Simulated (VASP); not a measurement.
# ZrN (Fm-3m) in VASP: further runs

Runs on ZrN. Level: PBE. Tasks: relaxation of the atoms.

Program: VASP 6.6.1. These are calculated values, not measurements. Logs are shortened: lines on timing, memory, paths and dates and some standing lists are left out, and cuts for length are marked.

**1. The cell of the first run**

Symmetry: Fm-3m, No. 225, cubic system. The conventional cell has a = 4.629 Å, b = 4.629 Å, c = 4.629 Å, α = 90.00°, β = 90.00°, γ = 90.00°. Within 3.1 Å of Zr (site symmetry m-3m) lie 6 N at 2.31 Å. Within 3.1 Å of N (site symmetry m-3m) lie 6 Zr at 2.31 Å.

**2. Relaxation of the atoms, PBE (12.40 Å³/atom)**

INCAR reads:

```
SYSTEM = ZrN
ALGO     = Normal         ! electronic algorithm
EDIFF    = 1E-7           ! SCF threshold, eV
EDIFFG   = -0.02          ! ionic threshold
ENCUT    = 520            ! plane-wave cutoff, eV
GGA      = PE             ! functional
GGA_COMPAT= .False.      
IBRION   = 2              ! ionic algorithm
ISIF     = 2              ! what is computed and relaxed
ISMEAR   = -1             ! smearing method
LASPH    = .True.         ! aspherical terms in the spheres
LCHARG   = .False.        ! write CHGCAR
LREAL    = .False.        ! projectors in reciprocal space
LWAVE    = .False.        ! write WAVECAR
NELM     = 120            ! most SCF steps
NELMIN   = 4            
NSW      = 80             ! ionic steps
PREC     = Accurate       ! precision mode
SIGMA    = 0.05           ! smearing width, eV
```

KPOINTS reads:

```
k-points
0
Gamma
  18 18 18
  0 0 0
```

POSCAR reads:

```
ZrN
1.0
    0.0000000000      2.3142941708      2.3142941708
    2.3142941708      0.0000000000      2.3142941708
    2.3142941708      2.3142941708      0.0000000000
Zr N
1 1
Direct
    0.0000000000      0.0000000000      0.0000000000
    0.5000000000      0.5000000000      0.5000000000
```

Potentials or basis: VASP PAW PBE potentials, release 64 (Zr_sv, N).

Started as:

```console
$ cat potpaw_PBE.64/Zr_sv/POTCAR potpaw_PBE.64/N/POTCAR > POTCAR
$ mpirun -np 1 vasp_std > vasp.out
```

OUTCAR:

```text
SYSTEM = ZrN
   EDIFF = 1E-7
   EDIFFG = -0.02
   ENCUT = 520
   GGA = PE
   IBRION = 2
   ISIF = 2
   ISMEAR = -1
   LASPH = .True.
   LREAL = .False.
   NELM = 120
   NELMIN = 4
   NSW = 80
   PREC = Accurate

 ion  position               nearest neighbor table
   1  0.000  0.000  0.000-   2 2.31   2 2.31   2 2.31   2 2.31   2 2.31   2 2.31
   2  0.500  0.500  0.500-   1 2.31   1 2.31   1 2.31   1 2.31   1 2.31   1 2.31

  LATTYP: Found a face centered cubic cell.
 ALAT       =     4.6285883416

  Lattice vectors:

 A1 = (   0.0000000000,   2.3142941708,   2.3142941708)
 A2 = (   2.3142941708,   0.0000000000,   2.3142941708)
 A3 = (   2.3142941708,   2.3142941708,   0.0000000000)

Analysis of symmetry for initial positions (statically):
=====================================================================
 Subroutine PRICEL returns:
 Original cell was already a primitive cell.

 Routine SETGRP: Setting up the symmetry group for a
 face centered cubic supercell.

 Subroutine GETGRP returns: Found 48 space group operations
 (whereof 48 operations were pure point group operations)
 out of a pool of 48 trial point group operations.

The static configuration has the point symmetry O_h .

Analysis of symmetry for dynamics (positions and initial velocities):
=====================================================================
 Subroutine PRICEL returns:
 Original cell was already a primitive cell.

 Routine SETGRP: Setting up the symmetry group for a
 face centered cubic supercell.

 Subroutine GETGRP returns: Found 48 space group operations
 (whereof 48 operations were pure point group operations)
 out of a pool of 48 trial point group operations.

The dynamic configuration has the point symmetry O_h .

 Subroutine INISYM returns: Found 48 space group operations
 (whereof 48 operations are pure point group operations),
 and found     1 'primitive' translations

----------------------------------------------------------------------------------------

                                     Primitive cell

  volume of cell :      24.7905

  direct lattice vectors                    reciprocal lattice vectors
     0.000000000  2.314294171  2.314294171    -0.216048593  0.216048593  0.216048593
     2.314294171  0.000000000  2.314294171     0.216048593 -0.216048593  0.216048593
     2.314294171  2.314294171  0.000000000     0.216048593  0.216048593 -0.216048593

  length of vectors
[... 92 lines left out ...]
   PSTRESS=    0.0 pullay stress
   NELECT =      17.0000    total number of electrons
   NUPDOWN=      -1.0000    fix difference up-down
   EMIN   =  10.00;   EMAX   =-10.00  energy-range for DOS
   EFERMI =   0.00;   METHOD = LEGACY
   ISMEAR =    -1;   SIGMA  =   0.05  broadening in eV -4-tet -1-fermi 0-gaus
   EFERMI_NEDOS =   21; number of points for ismear=-14 and -15
   IALGO  =     38    algorithm
   IMIX   =      4    mixing-type and parameters
     AMIX     =   0.40;   BMIX     =  1.00
     AMIX_MAG =   1.60;   BMIX_MAG =  1.00
  volume/ion in A,a.u.               =      12.40        83.65
  Fermi-wavevector in a.u.,A,eV,Ry     =   1.443652  2.728107 28.356333  2.084132
  Thomas-Fermi vector in A             =   2.562036
   LORBIT       =      0    0 simple, 1 ext, 2 COOP (PROOUT), +10 PAW based schemes
   GGA     = PE    functional components
   LHFCALC =     F    Hartree Fock is set to
   AEXX    =    0.0000 exact exchange contribution
   IVDW    =     0    specifies the selected vdW correction
   LEPSILON=     F    determine dielectric tensor
   LRPA    =     F    only Hartree local field effects (RPA)
 conjugate gradient relaxation of ions
 non-spin polarized calculation
  energy-cutoff  :      520.00
  volume of cell :       24.79
 maximum number of plane-waves:       692
   NGX = 13   NGY = 13   NGZ = 13

 number of electron      16.9999998 magnetization

 Free energy of the ion-electron system (eV)
  ---------------------------------------------------
  ext. energy  EPLUGINS =         0.00000000
  ---------------------------------------------------
  free energy    TOTEN  =       -20.36446145 eV

  energy without entropy =      -20.35852734  energy(sigma->0) =      -20.36149440

 E-fermi :  11.5992     XC(G=0): -12.3555

 val. band max:       11.5865877736   @ k =   0.4444   0.2222   0.1111
 cond. band min:      11.6642863588   @ k =  -0.0556   0.0556   0.0000
 fundamental gap:      0.0776985852
 Fermi energy:        11.5991704277

 k-point     1 :       0.0000    0.0000    0.0000
  band No.  band energies     occupation
      1     -38.0652      2.00000
      2     -15.7132      2.00000
      3     -15.7132      2.00000
      4     -15.7132      2.00000
      5      -4.5436      2.00000
      6       8.9879      2.00000
      7       8.9879      2.00000
      8       8.9879      2.00000
      9      11.2161      1.99906
     10      11.2161      1.99906
     11      11.2161      1.99906
     12      13.1237      0.00000
[... 331 lines left out ...]
 k-point    24 :      -0.2222    0.0556    0.0000
  band No.  band energies     occupation
      1     -38.0046      2.00000
      2     -16.2342      2.00000
      3     -15.7893      2.00000
      4     -15.7412      2.00000
      5      -3.5939      2.00000
      6       6.1194      2.00000
      7       7.0243      2.00000
      8       7.3946      2.00000
      9      12.0295      0.00037
     10      12.3175      0.00000
     11      13.0810      0.00000
     12      15.2686      0.00000

 [... further k-points ...]

------------------------ aborting loop because EDIFF is reached ----------------------------------------

  FORCE on cell =-STRESS in cart. coord.  units (eV):
  Direction    XX          YY          ZZ          XY          YZ          ZX
  --------------------------------------------------------------------------------------
  -------------------------------------------------------------------------------------
  Total       -0.7736101     -0.7736101     -0.7736101      0.0000000      0.0000000     -0.0000000
  in kB      -49.9973537    -49.9973537    -49.9973537      0.0000000      0.0000000     -0.0000000
  external PRESSURE =     -49.9973537 kB  Pullay stress =       0.0000000 kB

 VOLUME and BASIS-vectors are now :
 -----------------------------------------------------------------------------
  energy-cutoff  :      520.00
  volume of cell :       24.79
      direct lattice vectors                 reciprocal lattice vectors
     0.000000000  2.314294171  2.314294171    -0.216048593  0.216048593  0.216048593
     2.314294171  0.000000000  2.314294171     0.216048593 -0.216048593  0.216048593
     2.314294171  2.314294171  0.000000000     0.216048593  0.216048593 -0.216048593

 POSITION                                       TOTAL-FORCE (eV/Angst)
 -----------------------------------------------------------------------------------
      0.00000      0.00000      0.00000         0.000000      0.000000     -0.000000
      2.31429      2.31429      2.31429         0.000000      0.000000      0.000000
 -----------------------------------------------------------------------------------
    total drift:                                0.000000     -0.000000     -0.000000

  FREE ENERGIE OF THE ION-ELECTRON SYSTEM (eV)
  ---------------------------------------------------
  free  energy   TOTEN  =       -20.3644614534 eV

  energy  without entropy=      -20.3585273415  energy(sigma->0) =      -20.36149440

 reached required accuracy - stopping structural energy minimisation
```

CONTCAR:

```text
ZrN
   1.00000000000000
     0.0000000000000000    2.3142941708000002    2.3142941708000002
     2.3142941708000002    0.0000000000000000    2.3142941708000002
     2.3142941708000002    2.3142941708000002    0.0000000000000000
  Zr              N
     1     1
Direct
     0.0000000000000000    0.0000000000000000    0.0000000000000000
     0.5000000000000000    0.5000000000000000    0.5000000000000000

  0.00000000E+00  0.00000000E+00  0.00000000E+00
  0.00000000E+00  0.00000000E+00  0.00000000E+00
```

It took 78 s on 1 thread of Oxide Virtual Turin-like, shared host; peak memory 0.15 GiB.

Results:

```
Free energy             : -20.3645 eV
Pressure after relaxing : -5.0 GPa
Band gap on the k mesh  : zero (an odd number of electrons rules out a gap without spin polarisation)
```

Final structure:
```
Zr N
1.0
     0.00000    2.31429    2.31429
     2.31429    0.00000    2.31429
     2.31429    2.31429    0.00000
Zr N
1 1
Direct
  0.00000 0.00000 0.00000
  0.50000 0.50000 0.50000
```

Caveat: the relaxation stopped at its first step, so nothing moved; an odd number of electrons without spin polarisation forces a metal; a magnetic or distorted state may lie lower.

**3. Relaxation of the atoms, PBE (12.63 Å³/atom)**

This run uses another cell than the first one, of 12.63 Å³/atom.

INCAR reads:

```
PREC = Accurate
ENCUT = 520
EDIFF = 1E-7
ISMEAR = -1
SIGMA = 0.05
LREAL = F
LASPH = T
NELM = 120
ALGO = Normal
ISIF = 2
LWAVE = F
LCHARG = F
GGA = PE
IBRION = 2
NSW = 80
EDIFFG = -0.02
GGA_COMPAT = F
NELMIN = 4
```

KPOINTS reads:

```
Automatic mesh
0
Gamma
  18 18 18
```

POSCAR reads:

```
ZrN
1.0
    0.0000000000      2.3290352954      2.3290352954
    2.3290352954      0.0000000000      2.3290352954
    2.3290352954      2.3290352954      0.0000000000
Zr N
1 1
Direct
    0.0000000000      0.0000000000      0.0000000000
    0.5000000000      0.5000000000      0.5000000000
```

Potentials or basis: VASP PAW PBE potentials, release 64 (Zr_sv, N).

Started as:

```console
$ cat potpaw_PBE.64/Zr_sv/POTCAR potpaw_PBE.64/N/POTCAR > POTCAR
$ mpirun -np 1 vasp_std > vasp.out
```

It took 74 s on 1 thread of Oxide Virtual Turin-like, shared host; peak memory 0.16 GiB.

Results (log left out):

* Free energy: -20.3437 eV
* Pressure after relaxing: -9.1 GPa
* Band gap on the k mesh: zero (an odd number of electrons rules out a gap without spin polarisation)

Final structure:
```cif
data_structure
_symmetry_space_group_name_H-M 'P 1'
_symmetry_Int_Tables_number 1
_cell_length_a 3.2938
_cell_length_b 3.2938
_cell_length_c 3.2938
_cell_angle_alpha 60.000
_cell_angle_beta 60.000
_cell_angle_gamma 60.000
_cell_volume 25.27
loop_
_atom_site_label
_atom_site_type_symbol
_atom_site_fract_x
_atom_site_fract_y
_atom_site_fract_z
_atom_site_occupancy
Zr1 Zr 0.00000 0.00000 0.00000 1
N1 N 0.50000 0.50000 0.50000 1
```

Levels at points of the mesh, in eV from the Fermi level:
```tsv
k point	band 6	band 7	band 8	band 9	band 10	band 11	band 12
(0.00, 0.00, 0.00)	-2.58	-2.58	-2.58	-0.38	-0.38	-0.38	1.48
(0.50, 0.00, 0.00)	-7.41	-5.45	-5.45	2.82	2.87	2.87	4.54
(0.50, 0.50, 0.00)	-4.57	-3.28	-3.12	-3.12	3.15	4.22	4.22
```

Caveat: the relaxation stopped at its first step, so nothing moved; an odd number of electrons without spin polarisation forces a metal; a magnetic or distorted state may lie lower.

The gap in the log of VASP goes by the Fermi energy; the results here count the filled bands.